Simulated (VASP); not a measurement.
# Ge8Mo3W (Cmmm) in VASP: a series of runs, part 2 of 2

VASP 6.6.1.

## Step 3: Single point, PBE

This run uses another cell than the first one, of 18.80 Å³/atom.

Input file INCAR:

```
PREC     = Accurate       # precision mode
ENCUT    = 520            # plane-wave cutoff, eV
EDIFF    = 1E-6           # SCF threshold, eV
ISMEAR   = 0              # smearing method
SIGMA    = 0.1            # smearing width, eV
LREAL    = F              # projectors in reciprocal space
LASPH    = T              # aspherical terms in the spheres
NELM     = 80             # most SCF steps
ALGO     = Normal         # electronic algorithm
ISIF     = 2              # what is computed and relaxed
LWAVE    = F              # write WAVECAR
LCHARG   = T              # write CHGCAR
GGA      = PE             # functional
LELF     = T              # ELF
LVHAR    = T            
NBANDS   = 96             # bands
```

Input file KPOINTS:

```
Automatic mesh
0
Gamma
  4 4 2
```

Input file POSCAR:

```
Ge8Mo3W
1.0
    2.5282531600     -4.4112071300      0.0000000000
    2.5282531600      4.4112071300      0.0000000000
    0.0000000000      0.0000000000     10.1130126500
Ge Mo W
8 3 1
Direct
    0.6667000100      0.3332999900      0.7500000000
    0.1667000100      0.8332999900      0.5000000000
    0.6667000100      0.3332999900      0.2500000000
    0.1667000100      0.8332999900      0.0000000000
    0.3332999900      0.6667000100      0.7500000000
    0.8332999900      0.1667000100      0.5000000000
    0.3332999900      0.6667000100      0.2500000000
    0.8332999900      0.1667000100      0.0000000000
    0.0000000000      0.0000000000      0.7500000000
    0.0000000000      0.0000000000      0.2500000000
    0.5000000000      0.5000000000      0.0000000000
    0.5000000000      0.5000000000      0.5000000000
```

Potentials or basis: VASP PAW PBE potentials, release 64 (Ge_d, Mo_sv, W_sv).

The run is started by

```
> cat potpaw_PBE.64/Ge_d/POTCAR potpaw_PBE.64/Mo_sv/POTCAR potpaw_PBE.64/W_sv/POTCAR > POTCAR
> mpirun -np 1 vasp_std > vasp.out
```

OUTCAR:

```text
PREC = Accurate
   ENCUT = 520
   EDIFF = 1E-6
   ISMEAR = 0
   LREAL = F
   LASPH = T
   NELM = 80
   ISIF = 2
   GGA = PE

 ion  position               nearest neighbor table
   1  0.667  0.333  0.750-   9 2.92   9 2.92  12 2.92  11 2.92   9 2.94
   2  0.167  0.833  0.500-  12 2.92  12 2.92  10 2.92   9 2.92  12 2.94
   3  0.667  0.333  0.250-  10 2.92  10 2.92  12 2.92  11 2.92  10 2.94
   4  0.167  0.833  0.000-  11 2.92  11 2.92  10 2.92   9 2.92  11 2.94
   5  0.333  0.667  0.750-   9 2.92   9 2.92  12 2.92  11 2.92   9 2.94
   6  0.833  0.167  0.500-  12 2.92  12 2.92  10 2.92   9 2.92  12 2.94
   7  0.333  0.667  0.250-  10 2.92  10 2.92  12 2.92  11 2.92  10 2.94
   8  0.833  0.167  0.000-  11 2.92  11 2.92  10 2.92   9 2.92  11 2.94
   9  0.000  0.000  0.750-   1 2.92   5 2.92   1 2.92   5 2.92   6 2.92   8 2.92   2 2.92   4 2.92
                             1 2.94   5 2.94
  10  0.000  0.000  0.250-   3 2.92   7 2.92   3 2.92   7 2.92   6 2.92   8 2.92   2 2.92   4 2.92
                             7 2.94   3 2.94
  11  0.500  0.500  0.000-   4 2.92   8 2.92   4 2.92   8 2.92   5 2.92   7 2.92   1 2.92   3 2.92
                             4 2.94   8 2.94
  12  0.500  0.500  0.500-   2 2.92   6 2.92   2 2.92   6 2.92   5 2.92   7 2.92   1 2.92   3 2.92
                             6 2.94   2 2.94

  LATTYP: Found a base centered orthorhombic cell.
 ALAT       =     5.0565063200
 B/A-ratio  =     1.7447648043
 C/A-ratio  =     2.0000000020

  Lattice vectors:

 A1 = (   2.5282531600,  -4.4112071300,   0.0000000000)
 A2 = (   2.5282531600,   4.4112071300,   0.0000000000)
 A3 = (   0.0000000000,   0.0000000000,  10.1130126500)

Analysis of symmetry for initial positions (statically):
=====================================================================
 Subroutine PRICEL returns:
 Original cell was already a primitive cell.

 Routine SETGRP: Setting up the symmetry group for a
 base centered orthorhombic supercell.

 Subroutine GETGRP returns: Found  8 space group operations
 (whereof  8 operations were pure point group operations)
 out of a pool of  8 trial point group operations.

The static configuration has the point symmetry D_2h.

Analysis of symmetry for dynamics (positions and initial velocities):
=====================================================================
 Subroutine PRICEL returns:
 Original cell was already a primitive cell.

 Routine SETGRP: Setting up the symmetry group for a
 base centered orthorhombic supercell.

 Subroutine GETGRP returns: Found  8 space group operations
 (whereof  8 operations were pure point group operations)
 out of a pool of  8 trial point group operations.

The dynamic configuration has the point symmetry D_2h.

 Subroutine INISYM returns: Found  8 space group operations
 (whereof  8 operations are pure point group operations),
 and found     1 'primitive' translations

----------------------------------------------------------------------------------------

                                     Primitive cell

  volume of cell :     225.5737

  direct lattice vectors                    reciprocal lattice vectors
     2.528253160 -4.411207130  0.000000000     0.197765005 -0.113347659  0.000000000
[... 79 lines left out ...]
   total plane-waves  NPLWV = 128000
   dimension x,y,z NGX =    40 NGY =   40 NGZ =   80
   dimension x,y,z NGXF=    80 NGYF=   80 NGZF=  160
   ions per type =               8   3   1
   NGX,Y,Z   is equivalent  to a cutoff of  13.08, 13.08, 13.15 a.u.
   NGXF,Y,Z  is equivalent  to a cutoff of  26.16, 26.16, 26.30 a.u.
 SYSTEM =  unknown system
   PREC   = accura    normal or accurate (medium, high low for compatibility)
   ISTART =      0    job   : 0-new  1-cont  2-samecut
   ICHARG =      2    charge: 1-file 2-atom 10-const
   ISPIN  =      1    spin polarized calculation?
   LNONCOLLINEAR =      F non collinear calculations
   LSORBIT =      F    spin-orbit coupling
   LASPH  =      T    aspherical Exc in radial PAW
   ENCUT  =  520.0 eV  38.22 Ry    6.18 a.u.   9.45  9.45 18.80*2*pi/ulx,y,z
   NELM   =     80;   NELMIN=  2; NELMDL= -5     # of ELM steps
   EDIFF  = 0.1E-05   stopping-criterion for ELM
   LREAL  =      F    real-space projection
   EDIFFG = 0.1E-04   stopping-criterion for IOM
   NSW    =      0    number of steps for IOM
   IBRION =     -1    ionic relax: 0-MD 1-quasi-New 2-CG
   NFREE  =      0    steps in history (QN), initial steepest desc. (CG)
   ISIF   =      2    stress and relaxation
   ISYM   =      2    0-nonsym 1-usesym 2-fastsym
   POTIM  = 0.5000    time-step for ionic-motion
   TEBEG  =    0.0;   TEEND  =   0.0 temperature during run
   PSTRESS=    0.0 pullay stress
   NELECT =     168.0000    total number of electrons
   NUPDOWN=      -1.0000    fix difference up-down
   EMIN   =  10.00;   EMAX   =-10.00  energy-range for DOS
   EFERMI =   0.00;   METHOD = LEGACY
   ISMEAR =     0;   SIGMA  =   0.10  broadening in eV -4-tet -1-fermi 0-gaus
   EFERMI_NEDOS =   21; number of points for ismear=-14 and -15
   IALGO  =     38    algorithm
   IMIX   =      4    mixing-type and parameters
     AMIX     =   0.40;   BMIX     =  1.00
     AMIX_MAG =   1.60;   BMIX_MAG =  1.00
  volume/ion in A,a.u.               =      18.80       126.85
  Fermi-wavevector in a.u.,A,eV,Ry     =   1.483936  2.804232 29.960914  2.202065
  Thomas-Fermi vector in A             =   2.597535
   LORBIT       =      0    0 simple, 1 ext, 2 COOP (PROOUT), +10 PAW based schemes
   GGA     = PE    functional components
   LHFCALC =     F    Hartree Fock is set to
   AEXX    =    0.0000 exact exchange contribution
   IVDW    =     0    specifies the selected vdW correction
   LEPSILON=     F    determine dielectric tensor
   LRPA    =     F    only Hartree local field effects (RPA)
 non-spin polarized calculation
 Gauss-broadening in eV      SIGMA  =   0.10
  energy-cutoff  :      520.00
  volume of cell :      225.57
 maximum number of plane-waves:      6126
 NGX is ok and might be reduce to    40
   NGX = 19   NGY = 19   NGZ = 37

 number of electron     167.9999954 magnetization

 Free energy of the ion-electron system (eV)
  ---------------------------------------------------
  ext. energy  EPLUGINS =         0.00000000
  ---------------------------------------------------
  free energy    TOTEN  =       -79.62039494 eV

  energy without entropy =      -79.59236849  energy(sigma->0) =      -79.60638171

 E-fermi :   7.4832     XC(G=0): -11.7030

 val. band max:        7.4786581270   @ k =   0.5000   0.5000   0.5000
 cond. band min:       7.5131867628   @ k =  -0.2500   0.2500   0.5000
 fundamental gap:      0.0345286358
 Fermi energy:         7.4832143646

 k-point     1 :       0.0000    0.0000    0.0000
  band No.  band energies     occupation
      1     -66.7757      2.00000
      2     -53.4954      2.00000
      3     -53.4946      2.00000
      4     -53.4873      2.00000
      5     -30.9102      2.00000
      6     -30.9022      2.00000
[... 1375 lines left out ...]
     95      10.9282      0.00000
     96      10.9529      0.00000

------------------------ aborting loop because EDIFF is reached ----------------------------------------

  FORCE on cell =-STRESS in cart. coord.  units (eV):
  Direction    XX          YY          ZZ          XY          YZ          ZX
  --------------------------------------------------------------------------------------
  -------------------------------------------------------------------------------------
  Total      -28.4201628    -31.1737973    -27.9098043     -0.0000000      0.0000000      0.0000000
  in kB     -201.8592191   -221.4173936   -198.2343074     -0.0000000      0.0000000      0.0000000
  external PRESSURE =    -207.1703067 kB  Pullay stress =       0.0000000 kB

 VOLUME and BASIS-vectors are now :
 -----------------------------------------------------------------------------
  energy-cutoff  :      520.00
  volume of cell :      225.57
      direct lattice vectors                 reciprocal lattice vectors
     2.528253160 -4.411207130  0.000000000     0.197765005 -0.113347659  0.000000000
     2.528253160  4.411207130  0.000000000     0.197765005  0.113347659  0.000000000
     0.000000000  0.000000000 10.113012650     0.000000000  0.000000000  0.098882503

 POSITION                                       TOTAL-FORCE (eV/Angst)
 -----------------------------------------------------------------------------------
      2.52825     -1.47070      7.58476        -0.000000      0.765125     -0.017965
      2.52825      2.94051      5.05651        -0.000000      0.786737     -0.000000
      2.52825     -1.47070      2.52825        -0.000000      0.765125      0.017965
      2.52825      2.94051      0.00000        -0.000000      0.764476     -0.000000
      2.52825      1.47070      7.58476        -0.000000     -0.765125     -0.017965
      2.52825     -2.94051      5.05651        -0.000000     -0.786737      0.000000
      2.52825      1.47070      2.52825        -0.000000     -0.765125      0.017965
      2.52825     -2.94051      0.00000        -0.000000     -0.764476      0.000000
      0.00000      0.00000      7.58476         0.000000      0.000000      0.005562
      0.00000      0.00000      2.52825        -0.000000      0.000000     -0.005562
      2.52825      0.00000      0.00000        -0.000000      0.000000      0.000000
      2.52825      0.00000      5.05651        -0.000000      0.000000      0.000000
 -----------------------------------------------------------------------------------
    total drift:                               -0.000000      0.000000     -0.000000

  FREE ENERGIE OF THE ION-ELECTRON SYSTEM (eV)
  ---------------------------------------------------
  free  energy   TOTEN  =       -79.6203949398 eV

  energy  without entropy=      -79.5923684897  energy(sigma->0) =      -79.60638171
```

Run time: 4 min. Hardware: 1 thread of Intel Xeon 6975P-C (Granite Rapids), shared host; peak memory 0.48 GiB.

What came out:

```
Free energy            : -79.6204 eV
Pressure               : -20.7 GPa
Largest force          : 0.787 eV/Å
Band gap on the k mesh : zero (bands 84 and 85 overlap by 0.69 eV)
```

Forces in eV/Å, atoms in the order of the input:
```
Ge   0.000  0.765 -0.018
Ge   0.000  0.787  0.000
Ge   0.000  0.765  0.018
Ge   0.000  0.764  0.000
Ge   0.000 -0.765 -0.018
Ge   0.000 -0.787  0.000
Ge   0.000 -0.765  0.018
Ge   0.000 -0.764  0.000
Mo   0.000  0.000  0.006
Mo   0.000  0.000 -0.006
Mo   0.000  0.000  0.000
W    0.000  0.000  0.000
```

Stress tensor (GPa, compression positive):
```
-20.19   0.00   0.00
  0.00 -22.14   0.00
  0.00   0.00 -19.82
```

Caveat: the cell stands under tension; spin-orbit coupling is left out, which moves the levels of the heavy elements.

The gap in the log of VASP goes by the Fermi energy; the results here count the filled bands.